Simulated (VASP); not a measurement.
Write the native input for VASP 6.6.1 that does the following.

| Item | Value |
| --- | --- |
| Task | single point |
| Functional | PBE |
| Potentials or basis | VASP PAW PBE potentials, release 64 (W_sv, C) |
| Cutoff | 520 eV |
| k mesh | 10 × 10 × 6 |
| Occupations | gaussian, width 0.023 eV |
| Spin | no spin polarisation |
| Dipole correction | no |
| Further INCAR settings | ALGO = Normal; EDIFF = 1e-06; NBANDS = 16 |

The structure of WC lies in POSCAR:

```
WC
1.0
    1.6403461100     -2.1180379000      0.0000000000
    1.6403461100      2.1180379000      0.0000000000
    0.0000000000      0.0000000000      4.3094211000
W C
1 1
Direct
    0.5000000000      0.5000000000      0.5000000000
    0.0000000000      0.0000000000      0.0000000000
```

The input as run:

INCAR

```
SYSTEM = WC
  PREC = Accurate
  ENCUT = 520
  EDIFF = 1E-6
  ISMEAR = 0
  SIGMA = 0.023
  LREAL = .False.
  LASPH = .True.
  NELM = 60
  ALGO = Normal
  ISIF = 2
  LWAVE = .False.
  LCHARG = .False.
  GGA = PE
  NBANDS = 16
```

KPOINTS

```
Automatic mesh
0
Gamma
  10 10 6
  0 0 0
```

Potentials or basis: VASP PAW PBE potentials, release 64 (W_sv, C).

Run with:

```sh
$ cat potpaw_PBE.64/W_sv/POTCAR potpaw_PBE.64/C/POTCAR > POTCAR
$ mpirun -np 1 vasp_std > vasp.out
```

Results of the run:

```
Pressure               : -31.9 GPa
Band gap on the k mesh : zero (bands 9 and 10 overlap by 4.08 eV)
```

Caveat: the stress differs along the axes, from -59 to -2 GPa; spin-orbit coupling is left out, which moves the levels of the heavy elements.

It took 61 s on 1 thread of AMD EPYC 7R13, on a shared host, peak memory 0.18 GiB.
